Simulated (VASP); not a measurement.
# RuBrF2 (P4mm) in VASP: single point with PBE

Aim: the single point of RuBrF2 with PBE.

All numbers are computed with VASP 6.6.1; they aren't measurements. Logs are shortened: lines on timing, memory, paths and dates and some standing lists are left out, and cuts for length are marked.

**1. The cell of the first run**

It takes space group P4mm (No. 99, tetragonal). Conventional cell: a = 2.747 Å, b = 2.747 Å, c = 9.373 Å, α = 90.00°, β = 90.00°, γ = 90.00°. Ru (site symmetry 4mm) has 1 F at 1.85 Å and 1 Br at 2.49 Å within 2.5 Å. Br (site symmetry 4mm) has 1 F at 1.99 Å and 1 Ru at 2.49 Å within 2.6 Å. F (site symmetry 4mm) has 1 Ru at 1.85 Å within 2.5 Å. F (site symmetry 4mm) has 1 Br at 1.99 Å within 2.6 Å.

The cell was built from a structure type or drawn by symmetry, and may not be a known phase.

**2. Single point, PBE, collinear spin, ferromagnetic start**

INCAR reads:

```
SYSTEM = RuBrF2
  ALGO = Normal
  EDIFF = 1E-6
  ENCUT = 600
  GGA = PE
  GGA_COMPAT = .False.
  ISIF = 2
  ISMEAR = 0
  ISPIN = 2
  KPAR = 4
  LASPH = .True.
  LCHARG = .False.
  LMAXMIX = 4
  LORBIT = 11
  LREAL = .False.
  LWAVE = .False.
  MAGMOM = -0.23 0 0 0
  NBANDS = 30
  NELM = 200
  PREC = Accurate
  SIGMA = 0.1
```

KPOINTS reads:

```
k-points
0
Gamma
  16 16 6
  0 0 0
```

POSCAR reads:

```
RuBrF2
1.0
    2.7466682335      0.0000000000      0.0000000000
    0.0000000000      2.7466682335      0.0000000000
    0.0000000000      0.0000000000      9.3734034894
Ru Br F
1 1 2
Direct
    0.0000000000      0.0000000000      0.1003593692
    0.0000000000      0.0000000000      0.8348553792
    0.0000000000      0.0000000000      0.2980259981
    0.0000000000      0.0000000000      0.6227049935
```

Potentials or basis: VASP PAW PBE potentials, release 64 (Ru_pv, Br, F).

Launch:

```console
> cat potpaw_PBE.64/Ru_pv/POTCAR potpaw_PBE.64/Br/POTCAR potpaw_PBE.64/F/POTCAR > POTCAR
> mpirun -np 4 vasp_std > vasp.out
```

OUTCAR:

```text
SYSTEM = RuBrF2
   EDIFF = 1E-6
   ENCUT = 600
   GGA = PE
   ISIF = 2
   ISMEAR = 0
   ISPIN = 2
   LASPH = .True.
   LORBIT = 11
   LREAL = .False.
   NELM = 200
   PREC = Accurate

 ion  position               nearest neighbor table
   1  0.000  0.000  0.100-   3 1.85   2 2.49
   2  0.000  0.000  0.835-   4 1.99   1 2.49
   3  0.000  0.000  0.298-   1 1.85
   4  0.000  0.000  0.623-   2 1.99

  LATTYP: Found a simple tetragonal cell.
 ALAT       =     2.7466682335
 C/A-ratio  =     3.4126449547

  Lattice vectors:

 A1 = (   2.7466682335,   0.0000000000,   0.0000000000)
 A2 = (   0.0000000000,   2.7466682335,   0.0000000000)
 A3 = (   0.0000000000,   0.0000000000,   9.3734034894)

Analysis of symmetry for initial positions (statically):
=====================================================================
 Subroutine PRICEL returns:
 Original cell was already a primitive cell.

 Routine SETGRP: Setting up the symmetry group for a
 simple tetragonal supercell.

 Subroutine GETGRP returns: Found  8 space group operations
 (whereof  8 operations were pure point group operations)
 out of a pool of 16 trial point group operations.

The static configuration has the point symmetry C_4v.

Analysis of symmetry for dynamics (positions and initial velocities):
=====================================================================
 Subroutine PRICEL returns:
 Original cell was already a primitive cell.

 Routine SETGRP: Setting up the symmetry group for a
 simple tetragonal supercell.

 Subroutine GETGRP returns: Found  8 space group operations
 (whereof  8 operations were pure point group operations)
 out of a pool of 16 trial point group operations.

The dynamic configuration has the point symmetry C_4v.

Analysis of structural, dynamic, and magnetic symmetry:
=====================================================================
 Subroutine PRICEL returns:
 Original cell was already a primitive cell.

 Routine SETGRP: Setting up the symmetry group for a
 simple tetragonal supercell.

 Subroutine GETGRP returns: Found  8 space group operations
 (whereof  8 operations were pure point group operations)
 out of a pool of 16 trial point group operations.

The overall configuration has the point symmetry C_4v.

 Subroutine INISYM returns: Found  8 space group operations
 (whereof  8 operations are pure point group operations),
 and found     1 'primitive' translations

----------------------------------------------------------------------------------------

                                     Primitive cell

  volume of cell :      70.7147

  direct lattice vectors                    reciprocal lattice vectors
     2.746668233  0.000000000  0.000000000     0.364077462  0.000000000  0.000000000
     0.000000000  2.746668233  0.000000000     0.000000000  0.364077462  0.000000000
     0.000000000  0.000000000  9.373403489     0.000000000  0.000000000  0.106684835

  length of vectors
     2.746668233  2.746668233  9.373403489     0.364077462  0.364077462  0.106684835

  position of ions in fractional coordinates (direct lattice)
     0.000000000  0.000000000  0.100359369
     0.000000000  0.000000000  0.834855379
     0.000000000  0.000000000  0.298025998
     0.000000000  0.000000000  0.622704994

  ion indices of the primitive-cell ions
   primitive index   ion index
                 1           1
                 2           2
                 3           3
                 4           4

----------------------------------------------------------------------------------------

 KPOINTS: k-points

Automatic generation of k-mesh.
 Grid dimensions read from file:
 generate k-points for:   16   16    6

 Generating k-lattice:

  Cartesian coordinates                     Fractional coordinates (reciprocal lattice)
     0.022754841  0.000000000  0.000000000     0.062500000  0.000000000  0.000000000
     0.000000000  0.022754841  0.000000000     0.000000000  0.062500000  0.000000000
     0.000000000  0.000000000  0.017780806     0.000000000  0.000000000  0.166666667

  Length of vectors
     0.022754841  0.022754841  0.017780806

  Shift w.r.t. Gamma in fractional coordinates (k-lattice)
     0.000000000  0.000000000  0.000000000

 Subroutine IBZKPT returns following result:
 ===========================================

 Found    180 irreducible k-points:

 Following reciprocal coordinates:
            Coordinates               Weight
  0.000000  0.000000  0.000000      1.000000
  0.062500  0.000000  0.000000      4.000000
  0.125000  0.000000  0.000000      4.000000
  0.187500  0.000000  0.000000      4.000000
  0.250000  0.000000  0.000000      4.000000
  0.312500  0.000000  0.000000      4.000000
[... 16 lines left out ...]
  0.437500  0.125000  0.000000      8.000000
  0.500000  0.125000  0.000000      4.000000
 [... further k-points ...]
   k-points           NKPTS =    180   k-points in BZ     NKDIM =    180   number of bands    NBANDS=     30
   number of dos      NEDOS =    301   number of ions     NIONS =      4
   total plane-waves  NPLWV =  46080
   dimension x,y,z NGX =    24 NGY =   24 NGZ =   80
   dimension x,y,z NGXF=    48 NGYF=   48 NGZF=  160
   ions per type =               1   1   2
   NGX,Y,Z   is equivalent  to a cutoff of  14.53, 14.53, 14.19 a.u.
   NGXF,Y,Z  is equivalent  to a cutoff of  29.05, 29.05, 28.38 a.u.
 SYSTEM =  RuBrF2
   PREC   = accura    normal or accurate (medium, high low for compatibility)
   ISTART =      0    job   : 0-new  1-cont  2-samecut
   ICHARG =      2    charge: 1-file 2-atom 10-const
   ISPIN  =      2    spin polarized calculation?
   LNONCOLLINEAR =      F non collinear calculations
   LSORBIT =      F    spin-orbit coupling
   LASPH  =      T    aspherical Exc in radial PAW
   ENCUT  =  600.0 eV  44.10 Ry    6.64 a.u.   5.49  5.49 18.72*2*pi/ulx,y,z
   NELM   =    200;   NELMIN=  2; NELMDL= -5     # of ELM steps
   EDIFF  = 0.1E-05   stopping-criterion for ELM
   LREAL  =      F    real-space projection
   EDIFFG = 0.1E-04   stopping-criterion for IOM
   NSW    =      0    number of steps for IOM
   IBRION =     -1    ionic relax: 0-MD 1-quasi-New 2-CG
   NFREE  =      0    steps in history (QN), initial steepest desc. (CG)
   ISIF   =      2    stress and relaxation
   ISYM   =      2    0-nonsym 1-usesym 2-fastsym
   POTIM  = 0.5000    time-step for ionic-motion
   TEBEG  =    0.0;   TEEND  =   0.0 temperature during run
   PSTRESS=    0.0 pullay stress
   NELECT =      35.0000    total number of electrons
   NUPDOWN=      -1.0000    fix difference up-down
   EMIN   =  10.00;   EMAX   =-10.00  energy-range for DOS
   EFERMI =   0.00;   METHOD = LEGACY
   ISMEAR =     0;   SIGMA  =   0.10  broadening in eV -4-tet -1-fermi 0-gaus
   EFERMI_NEDOS =   21; number of points for ismear=-14 and -15
   IALGO  =     38    algorithm
   IMIX   =      4    mixing-type and parameters
     AMIX     =   0.40;   BMIX     =  1.00
     AMIX_MAG =   1.60;   BMIX_MAG =  1.00
  volume/ion in A,a.u.               =      17.68       119.30
  Fermi-wavevector in a.u.,A,eV,Ry     =   1.294974  2.447145 22.816383  1.676957
  Thomas-Fermi vector in A             =   2.426523
   LORBIT       =     11    0 simple, 1 ext, 2 COOP (PROOUT), +10 PAW based schemes
   GGA     = PE    functional components
   LHFCALC =     F    Hartree Fock is set to
   AEXX    =    0.0000 exact exchange contribution
   IVDW    =     0    specifies the selected vdW correction
   LEPSILON=     F    determine dielectric tensor
   LRPA    =     F    only Hartree local field effects (RPA)
 spin polarized calculation
 Gauss-broadening in eV      SIGMA  =   0.10
  energy-cutoff  :      600.00
  volume of cell :       70.71
 maximum number of plane-waves:      2405
 NGX is ok and might be reduce to    24
   NGX = 11   NGY = 11   NGZ = 37

 number of electron      34.9999996 magnetization      -0.0174636

 Free energy of the ion-electron system (eV)
  ---------------------------------------------------
  ext. energy  EPLUGINS =         0.00000000
  ---------------------------------------------------
  free energy    TOTEN  =       -14.44738926 eV

  energy without entropy =      -14.42826461  energy(sigma->0) =      -14.43782694

 E-fermi :   1.4932     XC(G=0):  -9.4966

 val. band max:        1.4907820467   @ k =   0.2500   0.0625   0.1667
 cond. band min:       1.4936116457   @ k =   0.2500   0.0625   0.0000
 fundamental gap:      0.0028295990
 Fermi energy:         1.4932052158

 spin component 1

 k-point     1 :       0.0000    0.0000    0.0000
  band No.  band energies     occupation
      1     -41.6401      1.00000
      2     -40.9510      1.00000
      3     -40.9510      1.00000
      4     -21.0563      1.00000
      5     -19.8825      1.00000
      6     -15.9569      1.00000
[... 757 lines left out ...]
     28      15.5098      0.00000
     29      16.7129      0.00000

 [... further k-points ...]

 spin component 2

 k-point     1 :       0.0000    0.0000    0.0000
  band No.  band energies     occupation
      1     -41.6510      1.00000
      2     -40.9639      1.00000
      3     -40.9639      1.00000
      4     -21.0591      1.00000
      5     -19.8813      1.00000
      6     -15.9564      1.00000
[... 757 lines left out ...]
     28      15.5092      0.00000
     29      16.7111      0.00000

 [... further k-points ...]

 [bands above 29 left out]

------------------------ aborting loop because EDIFF is reached ----------------------------------------

  FORCE on cell =-STRESS in cart. coord.  units (eV):
  Direction    XX          YY          ZZ          XY          YZ          ZX
  --------------------------------------------------------------------------------------
  -------------------------------------------------------------------------------------
  Total       -0.0800830     -0.0800830      0.2742325      0.0000000      0.0000000      0.0000000
  in kB       -1.8144336     -1.8144336      6.2132633      0.0000000      0.0000000      0.0000000
  external PRESSURE =       0.8614653 kB  Pullay stress =       0.0000000 kB

 VOLUME and BASIS-vectors are now :
 -----------------------------------------------------------------------------
  energy-cutoff  :      600.00
  volume of cell :       70.71
      direct lattice vectors                 reciprocal lattice vectors
     2.746668233  0.000000000  0.000000000     0.364077462  0.000000000  0.000000000
     0.000000000  2.746668233  0.000000000     0.000000000  0.364077462  0.000000000
     0.000000000  0.000000000  9.373403489     0.000000000  0.000000000  0.106684835

 POSITION                                       TOTAL-FORCE (eV/Angst)
 -----------------------------------------------------------------------------------
      0.00000      0.00000      0.94071         0.000000     -0.000000     -0.148831
      0.00000      0.00000      7.82544         0.000000     -0.000000      0.046556
      0.00000      0.00000      2.79352         0.000000      0.000000      0.151293
      0.00000      0.00000      5.83687         0.000000     -0.000000     -0.049018
 -----------------------------------------------------------------------------------
    total drift:                                0.000000      0.000000     -0.000207

  FREE ENERGIE OF THE ION-ELECTRON SYSTEM (eV)
  ---------------------------------------------------
  free  energy   TOTEN  =       -14.4473892625 eV

  energy  without entropy=      -14.4282646134  energy(sigma->0) =      -14.43782694

 total charge

# of ion       s       p       d       tot
------------------------------------------
    1        0.343   6.194   5.870  12.408
    2        1.662   2.936   0.140   4.737
    3        1.750   4.236   0.000   5.986
    4        1.757   4.188   0.000   5.944
--------------------------------------------------
tot          5.511  17.554   6.010  29.075

 magnetization (x)

# of ion       s       p       d       tot
------------------------------------------
    1       -0.000  -0.000  -0.015  -0.015
    2        0.000   0.000   0.000   0.000
    3       -0.000  -0.001   0.000  -0.001
    4        0.000   0.001   0.000   0.001
--------------------------------------------------
tot         -0.000  -0.000  -0.015  -0.015
```

Wall time 2.9 min (4 MPI ranks of Intel Xeon Platinum 8488C (Sapphire Rapids), shared host); peak memory 0.76 GiB.

What came out:

```
Free energy                                           : -14.4474 eV
Pressure                                              : 0.1 GPa
Largest force                                         : 0.151 eV/Å
Net moment                                            : -0.02 μB per cell
Valence electrons inside the program's atomic spheres : Ru 12.41; Br 4.74; F 5.99, 5.94
```

Forces on the atoms (eV/Å):
```
Ru   0.000  0.000 -0.149
Br   0.000  0.000  0.047
F    0.000  0.000  0.151
F    0.000  0.000 -0.049
```

Caveat: an empty level that is flat over the whole mesh can mark a ghost state of the potentials, or a narrow d or f band; this functional lacks dispersion, which binds the layers, so the pressure and a relaxed spacing across them are unreliable.
